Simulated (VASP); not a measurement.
Set up this calculation in VASP 6.6.1, as the native input.

- Task: single point
- Functional: LDA
- Potentials or basis: VASP PAW LDA potentials, release 64 (Ti_sv)
- Cutoff: 520 eV
- k mesh: 18 × 18 × 10
- Occupations: gaussian, width 0.15 eV
- Spin: no spin polarisation
- Dipole correction: no
- Further INCAR settings: ALGO = Fast; EDIFF = 1e-06; NBANDS = 19

The structure of Ti lies in POSCAR:

```
Ti
1.0
    2.9499978604      0.0000000000      0.0000000000
   -1.4749989302      2.5547730882      0.0000000000
    0.0000000000      0.0000000000      4.6391400000
Ti
2
Direct
    0.3333333333      0.6666666667      0.2500000000
    0.6666666667      0.3333333333      0.7500000000
```

This cell differs from its parent crystal: strain -0.0100 x Voigt [0, 0, 1, 0, 0, 0].

These files were run (other wordings do the same):

INCAR

```
PREC = Accurate
ENCUT = 520
EDIFF = 1E-6
ISMEAR = 0
SIGMA = 0.15
LREAL = False
LASPH = True
NELM = 80
ALGO = Fast
ISIF = 2
LWAVE = False
LCHARG = True
LELF = True
LVHAR = True
NBANDS = 19
```

KPOINTS

```
regular mesh
0
Gamma
  18 18 10
```

Potentials or basis: VASP PAW LDA potentials, release 64 (Ti_sv).

Command:

```bash
$ cat potpaw_LDA.64/Ti_sv/POTCAR > POTCAR
$ mpirun -np 1 vasp_std > vasp.out
```

Results of the run:

```yaml
Pressure: -9.1 GPa
Band_gap_on_the_k_mesh: zero (band 12 reaches 8.76 eV, above the bottom of band 13 at 7.71 eV)
```

Caveat: the cell differs from its parent crystal (strain -0.0100 x Voigt [0, 0, 1, 0, 0, 0]).

It took 2.3 min on 1 thread of Intel(R) Xeon(R) 6975P-C (Granite Rapids), on a shared host, peak memory 0.23 GiB.
